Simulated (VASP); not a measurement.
Crystal: Sr3O.

```
Sr O
1.0
     5.27445    0.00000    0.00000
     0.00000    5.27445    0.00000
     0.00000    0.00000    5.11249
Sr O
3 1
Direct
  0.00000 0.50000 0.50000
  0.50000 0.00000 0.50000
  0.50000 0.50000 0.00000
  0.00000 0.00000 0.00000
```

| Quantity | Value |
| --- | --- |
| Program | VASP 6.6.1 |
| Task | relaxation of cell and atoms |
| Functional | PBE |
| Potentials or basis | VASP PAW PBE potentials, release 64 (Sr_sv, O) |
| Cutoff | 600 eV |
| k mesh | 10 × 10 × 10 |
| Occupations | gaussian, width 0.1 eV |
| Spin | no spin polarisation |

At the start: pressure 0.3 GPa; volume 35.56 Å³/atom.

Q: Where does the relaxation end?

A: Over 11 steps the energy falls by 11.8 meV/atom and the volume is 35.65 Å³/atom (+0.3 %); space group P4/mmm (No. 123, to 0.1 Å) before and after.

Step by step:
```tsv
step	energy change (eV)	largest force (eV/Å)	pressure (GPa)	volume (Å³)
1	0.0000	0.0000	0.28	142.23
2	-0.0024	0.0000	0.13	143.50
3	-0.0039	0.0000	-0.09	145.46
4	-0.0055	0.0000	-0.10	145.50
5	-0.0115	0.0000	-0.15	145.58
6	-0.0258	0.0000	-0.22	145.63
7	-0.0450	0.0000	-0.27	145.17
8	-0.0461	0.0000	0.05	142.18
9	-0.0466	0.0000	-0.07	143.26
10	-0.0470	0.0000	-0.03	142.92
11	-0.0471	0.0000	0.00	142.62
```

Final structure:
```
CELL_PARAMETERS angstrom
5.58249 0.00000 0.00000
0.00000 5.58249 0.00000
0.00000 0.00000 4.57639
ATOMIC_POSITIONS crystal
Sr 0.00000 0.50000 0.50000
Sr 0.50000 0.00000 0.50000
Sr 0.50000 0.50000 0.00000
O 0.00000 0.00000 0.00000
```
